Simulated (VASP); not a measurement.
Input of a VASP 6.6.1 run:

The input INCAR:

```
  ALGO = Normal
  EDIFF = 1E-8
  ENCUT = 400
  GGA = PE
  GGA_COMPAT = F
  ISIF = 2
  ISMEAR = -1
  LASPH = T
  LCHARG = F
  LEFG = T
  LREAL = F
  LWAVE = F
  NBANDS = 19
  NELM = 120
  PREC = Accurate
  SIGMA = 0.08
```

The input KPOINTS:

```
k-points
0
Gamma
  13 13 7
```

POSCAR

```
Ti
1.0
    2.9204978818      0.0000000000      0.0000000000
   -1.4602489409      2.5292253573      0.0000000000
    0.0000000000      0.0000000000      4.6860000000
Ti
2
Direct
    0.3333333333      0.6666666667      0.2500000000
    0.6666666667      0.3333333333      0.7500000000
```

Potentials or basis: VASP PAW PBE potentials, release 64 (Ti_sv).

Command:

```bash
$ cat potpaw_PBE.64/Ti_sv/POTCAR > POTCAR
$ mpirun -np 1 vasp_std > vasp.out
```

What does it give for the pressure?

-0.4 GPa.

What does it give for the band gap on the k mesh?

Zero (bands 12 and 13 overlap by 1.11 eV).

Electric field gradients, principal values (V/Å²):
```tsv
atom	least	middle	greatest (by size)
1 Ti	-7.647	-7.652	15.299
2 Ti	-7.647	-7.652	15.299
```

Caveat: the cell differs from its parent crystal (equal xx and yy strain of -1 %); without QUAD_EFG the Cq values of the log hold for a quadrupole moment of 1 mb, not for the nuclei.
